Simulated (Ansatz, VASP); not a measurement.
## Two plane-wave programs on CdS

Contents of INCAR:

```
SYSTEM = CdS
PREC = Accurate
ENCUT = 520
EDIFF = 1E-6
ISMEAR = 0
SIGMA = 0.02
LREAL = .False.
LASPH = .True.
NELM = 80
ALGO = Normal
ISIF = 2
LWAVE = .False.
LCHARG = .False.
GGA = PS
IBRION = 2
NSW = 60
EDIFFG = -0.002
```

KPOINTS

```
regular mesh
0
Gamma
  6 6 4
  0 0 0
```

Contents of POSCAR:

```
CdS
1.0
    4.1662911592      0.0000000000      0.0000000000
   -2.0831455796      3.6081139834      0.0000000000
    0.0000000000      0.0000000000      6.6546385873
Cd S
2 2
Direct
    0.3333333333      0.6666666667     -0.0016381747
    0.6666666667      0.3333333333      0.4983618253
    0.3333333333      0.6666666667      0.3786381747
    0.6666666667      0.3333333333      0.8786381747
```

Input for Ansatz:

```yaml
crystal:
  lattice:
    - [4.1662911592, 0.0, 0.0]
    - [-2.0831455796, 3.6081139834, 0.0]
    - [0.0, 0.0, 6.6546385873]
  atoms:
    - { symbol: Cd, position: [0.3333333333, 0.6666666667, -0.0016381747] }
    - { symbol: Cd, position: [0.6666666667, 0.3333333333, 0.4983618253] }
    - { symbol: S, position: [0.3333333333, 0.6666666667, 0.3786381747] }
    - { symbol: S, position: [0.6666666667, 0.3333333333, 0.8786381747] }
basis:
  ecutwfc: 420
kpoints:
  mp_grid: { grid: [6, 6, 4] }
hamiltonian:
  xc: pbesol
  pseudopotentials: { kind: paw, azcp: { folder: soft_1 } }
scf:
  occupations: { method: gaussian, width: 0.02 }
output:
  forces: true
  stress: true
  eigenvalues: true
relax:
  adjacent_minimum: "off"
  f_tol: 0.002
  max_steps: 40
```

Change from the starting cell: strained cell.

Alike in both runs: task relaxation of the atoms; functional PBEsol; k mesh 6 × 6 × 4; occupations gaussian, width 0.02 eV; no spin polarisation.

```csv
,VASP,Ansatz
version,VASP 6.6.1,Ansatz 0.2.0
potentials or method,"VASP PAW PBE potentials, release 64 (Cd, S), cutoff 520 eV","scalar-relativistic, plane waves, PAW"
valence electrons in the cell,36,52
```

|  | VASP | Ansatz | Ansatz less VASP |
| --- | --- | --- | --- |
| gap on the k mesh at the Fermi level, each at its own relaxed structure (eV) | 1.09 | 1.09 | -0.004 |

VASP's potentials were made for PBE, not for PBEsol, and Ansatz warns of the same on its side. VASP's potentials hold 36 valence electrons a cell and Ansatz's 52, so a difference there can come from the potentials and not from the codes. Ansatz's warnings: stress scf threshold loose.
